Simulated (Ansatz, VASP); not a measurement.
**One calculation of BeS, two programs**

File INCAR:

```
ALGO = Normal
EDIFF = 1E-6
ENCUT = 520
GGA = PE
ISIF = 2
ISMEAR = 0
LASPH = T
LCHARG = F
LREAL = F
LWAVE = F
NBANDS = 11
NELM = 60
PREC = Accurate
SIGMA = 0.01
```

Contents of KPOINTS:

```
k-points
0
Gamma
  8 8 8
```

POSCAR

```
BeS
1.0
    0.0000000000      2.3881514586      2.3881514586
    2.3881514586      0.0000000000      2.3881514586
    2.3881514586      2.3881514586      0.0000000000
Be S
1 1
Direct
    0.0000000000      0.0000000000      0.0000000000
    0.2500000000      0.2500000000      0.2500000000
```

Input for Ansatz:

```yaml
crystal:
  lattice:
    - [0.0, 2.3881514586, 2.3881514586]
    - [2.3881514586, 0.0, 2.3881514586]
    - [2.3881514586, 2.3881514586, 0.0]
  atoms:
    - { symbol: Be, position: [0.0, 0.0, 0.0] }
    - { symbol: S, position: [0.25, 0.25, 0.25] }
kpoints:
  mp_grid: { grid: [8, 8, 8] }
hamiltonian:
  xc: pbe
scf:
  occupations: { method: fixed }
  n_extra_bands: 4
output:
  forces: true
  stress: true
  eigenvalues: true
```

Alike in both runs: task single point; functional PBE; k mesh 8 × 8 × 8; no spin polarisation.

```csv
,VASP,Ansatz
version,VASP 6.6.1,Ansatz 0.2.0
potentials or method,"VASP PAW PBE potentials, release 64 (Be, S)","plane waves, PAW"
plane-wave cutoff (eV),520,420
occupations,"gaussian, width 0.01 eV",fixed
valence electrons in the cell,8,8
```

|  | VASP | Ansatz | Ansatz less VASP |
| --- | --- | --- | --- |
| gap on the k mesh at the Fermi level (eV) | 3.00 | 3.00 | -0.001 |
| pressure (GPa) | 6.5 | 6.5 | -0.01 |
